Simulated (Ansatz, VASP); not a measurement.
## Two plane-wave programs on Mo

```
CELL_PARAMETERS angstrom
2.73551 0.00000 0.00000
-1.36776 2.36902 0.00000
0.00000 0.00000 2.55518
ATOMIC_POSITIONS crystal
Mo 0.00000 0.00000 0.50000
```

Alike in both runs: task single point; functional LDA; k mesh 24 × 24 × 20; occupations gaussian, width 0.15 eV; no spin polarisation.

```csv
,VASP,Ansatz
version,VASP 6.6.1,Ansatz 0.2.0
potentials or method,"VASP PAW LDA potentials, release 64 (Mo_sv), cutoff 520 eV","scalar-relativistic, plane waves, PAW"
valence electrons in the cell,14,14
```

```csv
,VASP,Ansatz,Ansatz less VASP
gap on the k mesh at the Fermi level (eV),none,none,-
pressure (GPa),-7.5,-8.4,-0.87
"traceless stress, the component that is largest in VASP (GPa)",-6.36,-6.43,-0.069
```

LDA's correlation is that of Perdew and Zunger in VASP and of Perdew and Wang (1992) in Ansatz. A gap of «none» marks a metal or a gap that the smearing closes.
